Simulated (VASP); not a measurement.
# Zr (P6_3/mmc) in VASP: further runs

The runs below take Zr through single point, with PBE.

All numbers are computed with VASP 6.6.1; they aren't measurements. Logs are shortened: lines on timing, memory, paths and dates and some standing lists are left out, and cuts for length are marked.

## 1. The cell of the first run

It takes space group P6_3/mmc (No. 194, hexagonal). The conventional cell has a = 2.339 Å, b = 2.339 Å, c = 4.093 Å, α = 90.00°, β = 90.00°, γ = 120.00°. Zr (site symmetry -6m2) has 12 Zr at 2.34 to 2.45 Å within 3.1 Å.

## 2. Single point, PBE

Input file INCAR:

```
PREC = Accurate
ENCUT = 520
EDIFF = 1E-6
ISMEAR = -1
SIGMA = 0.1
LREAL = False
LASPH = True
NELM = 100
ALGO = Normal
ISIF = 2
LWAVE = False
LCHARG = False
GGA = PE
NBANDS = 19
```

Input file KPOINTS:

```
Automatic mesh
0
Gamma
  18 18 10
```

Input file POSCAR:

```
Zr
1.0
    2.3389190093      0.0000000000      0.0000000000
   -1.1694595047      2.0255632794      0.0000000000
    0.0000000000      0.0000000000      4.0929233400
Zr
2
Direct
    0.3333333333      0.6666666667      0.2500000000
    0.6666666667      0.3333333333      0.7500000000
```

Potentials or basis: VASP PAW PBE potentials, release 64 (Zr_sv).

Started as:

```bash
$ cat potpaw_PBE.64/Zr_sv/POTCAR > POTCAR
$ mpirun -np 1 vasp_std > vasp.out
```

OUTCAR:

```text
PREC = Accurate
   ENCUT = 520
   EDIFF = 1E-6
   ISMEAR = -1
   LREAL = False
   LASPH = True
   NELM = 100
   ISIF = 2
   GGA = PE

 ion  position               nearest neighbor table
   1  0.333  0.667  0.250-   2 2.45   2 2.45   2 2.45   2 2.45   2 2.45   2 2.45   2 3.39   2 3.39
                             2 3.39   2 3.39   2 3.39   2 3.39
   2  0.667  0.333  0.750-   1 2.45   1 2.45   1 2.45   1 2.45   1 2.45   1 2.45   1 3.39   1 3.39
                             1 3.39   1 3.39   1 3.39   1 3.39

  LATTYP: Found a hexagonal cell.
 ALAT       =     2.3389190093
 C/A-ratio  =     1.7499209352

  Lattice vectors:

 A1 = (   2.3389190093,   0.0000000000,   0.0000000000)
 A2 = (  -1.1694595047,   2.0255632794,   0.0000000000)
 A3 = (   0.0000000000,   0.0000000000,   4.0929233400)

Analysis of symmetry for initial positions (statically):
=====================================================================
 Subroutine PRICEL returns:
 Original cell was already a primitive cell.

 Routine SETGRP: Setting up the symmetry group for a
 hexagonal supercell.

 Subroutine GETGRP returns: Found 24 space group operations
 (whereof 12 operations were pure point group operations)
 out of a pool of 24 trial point group operations.

The static configuration has the point symmetry D_3d.
 The point group associated with its full space group is D_6h.

Analysis of symmetry for dynamics (positions and initial velocities):
=====================================================================
 Subroutine PRICEL returns:
 Original cell was already a primitive cell.

 Routine SETGRP: Setting up the symmetry group for a
 hexagonal supercell.

 Subroutine GETGRP returns: Found 24 space group operations
 (whereof 12 operations were pure point group operations)
 out of a pool of 24 trial point group operations.

The dynamic configuration has the point symmetry D_3d.
 The point group associated with its full space group is D_6h.

 Subroutine INISYM returns: Found 24 space group operations
 (whereof 12 operations are pure point group operations),
 and found     1 'primitive' translations

----------------------------------------------------------------------------------------

                                     Primitive cell

  volume of cell :      19.3908

  direct lattice vectors                    reciprocal lattice vectors
     2.338919009  0.000000000  0.000000000     0.427547938  0.246844917  0.000000000
    -1.169459505  2.025563279  0.000000000     0.000000000  0.493689834  0.000000000
     0.000000000  0.000000000  4.092923340     0.000000000  0.000000000  0.244324146

  length of vectors
     2.338919009  2.338919009  4.092923340     0.493689834  0.493689834  0.244324146

  position of ions in fractional coordinates (direct lattice)
     0.333333333  0.666666667  0.250000000
     0.666666667  0.333333333  0.750000000

  ion indices of the primitive-cell ions
   primitive index   ion index
                 1           1
                 2           2

----------------------------------------------------------------------------------------

 KPOINTS: Automatic mesh

Automatic generation of k-mesh.
 Grid dimensions read from file:
 generate k-points for:   18   18   10

 Generating k-lattice:

  Cartesian coordinates                     Fractional coordinates (reciprocal lattice)
     0.023752663  0.013713607  0.000000000     0.055555556 -0.000000000  0.000000000
     0.000000000  0.027427213  0.000000000     0.000000000  0.055555556  0.000000000
     0.000000000  0.000000000  0.024432415     0.000000000  0.000000000  0.100000000

  Length of vectors
     0.027427213  0.027427213  0.024432415

  Shift w.r.t. Gamma in fractional coordinates (k-lattice)
     0.000000000  0.000000000  0.000000000

 Subroutine IBZKPT returns following result:
 ===========================================

 Found    222 irreducible k-points:

 Following reciprocal coordinates:
            Coordinates               Weight
  0.000000  0.000000  0.000000      1.000000
  0.055556 -0.000000  0.000000      6.000000
  0.111111 -0.000000  0.000000      6.000000
  0.166667  0.000000  0.000000      6.000000
  0.222222 -0.000000  0.000000      6.000000
  0.277778  0.000000  0.000000      6.000000
[... 16 lines left out ...]
  0.333333  0.111111  0.000000     12.000000
  0.388889  0.111111  0.000000     12.000000
 [... further k-points ...]
   k-points           NKPTS =    222   k-points in BZ     NKDIM =    222   number of bands    NBANDS=     19
   number of dos      NEDOS =    301   number of ions     NIONS =      2
   total plane-waves  NPLWV =   9720
   dimension x,y,z NGX =    18 NGY =   18 NGZ =   30
   dimension x,y,z NGXF=    36 NGYF=   36 NGZF=   60
   ions per type =               2
   NGX,Y,Z   is equivalent  to a cutoff of  12.79, 12.79, 12.19 a.u.
   NGXF,Y,Z  is equivalent  to a cutoff of  25.59, 25.59, 24.37 a.u.
 SYSTEM =  unknown system
   PREC   = accura    normal or accurate (medium, high low for compatibility)
   ISTART =      0    job   : 0-new  1-cont  2-samecut
   ICHARG =      2    charge: 1-file 2-atom 10-const
   ISPIN  =      1    spin polarized calculation?
   LNONCOLLINEAR =      F non collinear calculations
   LSORBIT =      F    spin-orbit coupling
   LASPH  =      T    aspherical Exc in radial PAW
   ENCUT  =  520.0 eV  38.22 Ry    6.18 a.u.   4.35  4.35  7.61*2*pi/ulx,y,z
   NELM   =    100;   NELMIN=  2; NELMDL= -5     # of ELM steps
   EDIFF  = 0.1E-05   stopping-criterion for ELM
   LREAL  =      F    real-space projection
   EDIFFG = 0.1E-04   stopping-criterion for IOM
   NSW    =      0    number of steps for IOM
   IBRION =     -1    ionic relax: 0-MD 1-quasi-New 2-CG
   NFREE  =      0    steps in history (QN), initial steepest desc. (CG)
   ISIF   =      2    stress and relaxation
   ISYM   =      2    0-nonsym 1-usesym 2-fastsym
   POTIM  = 0.5000    time-step for ionic-motion
   TEBEG  =    0.0;   TEEND  =   0.0 temperature during run
   PSTRESS=    0.0 pullay stress
   NELECT =      24.0000    total number of electrons
   NUPDOWN=      -1.0000    fix difference up-down
   EMIN   =  10.00;   EMAX   =-10.00  energy-range for DOS
   EFERMI =   0.00;   METHOD = LEGACY
   ISMEAR =    -1;   SIGMA  =   0.10  broadening in eV -4-tet -1-fermi 0-gaus
   EFERMI_NEDOS =   21; number of points for ismear=-14 and -15
   IALGO  =     38    algorithm
   IMIX   =      4    mixing-type and parameters
     AMIX     =   0.40;   BMIX     =  1.00
     AMIX_MAG =   1.60;   BMIX_MAG =  1.00
  volume/ion in A,a.u.               =       9.70        65.43
  Fermi-wavevector in a.u.,A,eV,Ry     =   1.757709  3.321589 42.035769  3.089542
  Thomas-Fermi vector in A             =   2.827010
   LORBIT       =      0    0 simple, 1 ext, 2 COOP (PROOUT), +10 PAW based schemes
   GGA     = PE    functional components
   LHFCALC =     F    Hartree Fock is set to
   AEXX    =    0.0000 exact exchange contribution
   IVDW    =     0    specifies the selected vdW correction
   LEPSILON=     F    determine dielectric tensor
   LRPA    =     F    only Hartree local field effects (RPA)
 non-spin polarized calculation
  energy-cutoff  :      520.00
  volume of cell :       19.39
 maximum number of plane-waves:       543
 NGX is ok and might be reduce to    18
   NGX =  9   NGY =  9   NGZ = 15

 number of electron      23.9999999 magnetization

 Free energy of the ion-electron system (eV)
  ---------------------------------------------------
  ext. energy  EPLUGINS =         0.00000000
  ---------------------------------------------------
  free energy    TOTEN  =        -1.99470957 eV

  energy without entropy =       -1.96466956  energy(sigma->0) =       -1.97968957

 E-fermi :  23.0353     XC(G=0): -15.8051

 val. band max:       23.0105631228   @ k =   0.4444  -0.0000   0.1000
 cond. band min:      23.0407305008   @ k =   0.0556   0.0556   0.3000
 fundamental gap:      0.0301673780
 Fermi energy:        23.0353083001

 k-point     1 :       0.0000    0.0000    0.0000
  band No.  band energies     occupation
      1     -28.2096      2.00000
      2     -25.9100      2.00000
      3      -8.9747      2.00000
      4      -0.5459      2.00000
      5      -0.3763      2.00000
      6      -0.3763      2.00000
[... 11 lines left out ...]
     18      31.8587      0.00000
     19      32.7235      0.00000

 k-point     2 :       0.0556   -0.0000    0.0000
  band No.  band energies     occupation
      1     -28.1440      2.00000
      2     -25.8606      2.00000
      3      -8.9002      2.00000
      4      -0.7178      2.00000
      5      -0.5579      2.00000
      6      -0.4750      2.00000
[... 11 lines left out ...]
     18      30.1444      0.00000
     19      32.9995      0.00000

 k-point     3 :       0.1111   -0.0000    0.0000
  band No.  band energies     occupation
      1     -27.9500      2.00000
      2     -25.7167      2.00000
      3      -8.6789      2.00000
      4      -1.6417      2.00000
      5      -0.7406      2.00000
      6      -0.6239      2.00000
[... 11 lines left out ...]
     18      28.6410      0.00000
     19      33.6142      0.00000

 k-point     4 :       0.1667    0.0000    0.0000
  band No.  band energies     occupation
      1     -27.6366      2.00000
      2     -25.4917      2.00000
      3      -8.3176      2.00000
      4      -2.9293      2.00000
      5      -1.7712      2.00000
      6      -1.1099      2.00000
[... 407 lines left out ...]
     18      33.7947      0.00000
     19      36.1388      0.00000

 k-point    23 :       0.3333    0.1111    0.0000
  band No.  band energies     occupation
      1     -25.5654      2.00000
      2     -24.3694      2.00000
      3      -7.7746      2.00000
      4      -6.5858      2.00000
      5      -5.7027      2.00000
      6      -3.2671      2.00000
[... 11 lines left out ...]
     18      33.7689      0.00000
     19      37.2206      0.00000

 k-point    24 :       0.3889    0.1111    0.0000
  band No.  band energies     occupation
      1     -25.1780      2.00000
      2     -24.2916      2.00000
      3      -8.3550      2.00000
      4      -7.1267      2.00000
      5      -5.1155      2.00000
      6      -3.5219      2.00000
[... 11 lines left out ...]
     18      34.4700      0.00000
     19      36.6864      0.00000

 [... further k-points ...]

------------------------ aborting loop because EDIFF is reached ----------------------------------------

  FORCE on cell =-STRESS in cart. coord.  units (eV):
  Direction    XX          YY          ZZ          XY          YZ          ZX
  --------------------------------------------------------------------------------------
  -------------------------------------------------------------------------------------
  Total       42.9132614     42.9132614     42.7238584     -0.0000000      0.0000000     -0.0000000
  in kB     3545.7449719   3545.7449718   3530.0953824     -0.0000001      0.0000000     -0.0000000
  external PRESSURE =    3540.5284420 kB  Pullay stress =       0.0000000 kB

 VOLUME and BASIS-vectors are now :
 -----------------------------------------------------------------------------
  energy-cutoff  :      520.00
  volume of cell :       19.39
      direct lattice vectors                 reciprocal lattice vectors
     2.338919009  0.000000000  0.000000000     0.427547938  0.246844917  0.000000000
    -1.169459505  2.025563279  0.000000000     0.000000000  0.493689834  0.000000000
     0.000000000  0.000000000  4.092923340     0.000000000  0.000000000  0.244324146

 POSITION                                       TOTAL-FORCE (eV/Angst)
 -----------------------------------------------------------------------------------
     -0.00000      1.35038      1.02323        -0.000000      0.000000      0.000000
      1.16946      0.67519      3.06969         0.000000     -0.000000      0.000000
 -----------------------------------------------------------------------------------
    total drift:                               -0.000000      0.000000     -0.000000

  FREE ENERGIE OF THE ION-ELECTRON SYSTEM (eV)
  ---------------------------------------------------
  free  energy   TOTEN  =        -1.9947095749 eV

  energy  without entropy=       -1.9646695600  energy(sigma->0) =       -1.97968957
```

It took 1.8 min on 1 thread of AMD EPYC 7R13, shared host; peak memory 0.15 GiB.

What came out:

| Item | Value |
| --- | --- |
| Free energy | -1.9947 eV |
| Pressure | 354.1 GPa |
| Band gap on the k mesh | zero (bands 12 and 13 overlap by 2.33 eV) |

Levels at points of the mesh, in eV from the Fermi level:
```tsv
k point	band 10	band 11	band 12	band 13	band 14	band 15
(0.00, 0.00, 0.00)	-3.08	-1.18	0.27	0.27	1.77	1.77
(0.50, 0.00, 0.00)	-6.60	-4.39	0.23	1.08	2.92	5.07
(0.00, 0.00, 0.50)	-3.18	0.34	0.34	0.34	0.34	2.87
(0.50, 0.00, 0.50)	-6.95	-5.45	-5.45	4.53	4.53	7.66
```

Caveat: the cell stands under pressure.

## 3. Single point, PBE

Input file INCAR:

```
  PREC = Accurate
  ENCUT = 520
  EDIFF = 1E-6
  ISMEAR = -1
  SIGMA = 0.1
  LREAL = F
  LASPH = T
  NELM = 100
  ALGO = Normal
  ISIF = 2
  LWAVE = F
  LCHARG = F
  GGA = PE
  NBANDS = 19
```

Input file KPOINTS:

```
regular mesh
0
Gamma
  18 18 10
```

Input file POSCAR:

```
Zr
1.0
    2.3387427723      0.0000000000      0.0000000000
   -1.1693713862      2.0254106537      0.0000000000
    0.0000000000      0.0000000000      4.0924800364
Zr
2
Direct
    0.3333333333      0.6666666667      0.2500000000
    0.6666666667      0.3333333333      0.7500000000
```

Potentials or basis: VASP PAW PBE potentials, release 64 (Zr_sv).

Started as:

```bash
$ cat potpaw_PBE.64/Zr_sv/POTCAR > POTCAR
$ mpirun -np 1 vasp_std > vasp.out
```

Run time: 1.9 min. Hardware: 1 thread of AMD EPYC 7R13, shared host; peak memory 0.15 GiB.

It converged, with:

| Item | Value |
| --- | --- |
| Free energy | -1.9836 eV |
| Pressure | 354.3 GPa |
| Band gap on the k mesh | zero (bands 12 and 13 overlap by 2.33 eV) |

Stress tensor (GPa, compression positive):
```
354.87   0.00   0.00
  0.00 354.87   0.00
  0.00   0.00 353.28
```

Levels at points of the mesh, in eV from the Fermi level:
| k point | band 8 | band 9 | band 10 | band 11 | band 12 | band 13 | band 14 | band 15 | band 16 | band 17 |
| --- | --- | --- | --- | --- | --- | --- | --- | --- | --- | --- |
| (0.00, 0.00, 0.00) | -22.57 | -4.73 | -3.08 | -1.18 | 0.27 | 0.27 | 1.77 | 1.77 | 4.97 | 4.97 |
| (0.50, 0.00, 0.00) | -24.10 | -7.89 | -6.60 | -4.39 | 0.23 | 1.08 | 2.92 | 5.08 | 11.45 | 12.10 |
| (0.00, 0.00, 0.50) | -23.00 | -3.18 | -3.18 | 0.33 | 0.33 | 0.33 | 0.33 | 2.88 | 2.88 | 8.93 |
| (0.50, 0.00, 0.50) | -25.01 | -6.95 | -6.95 | -5.45 | -5.45 | 4.53 | 4.53 | 7.66 | 7.66 | 14.00 |

Caveat: the cell stands under pressure.
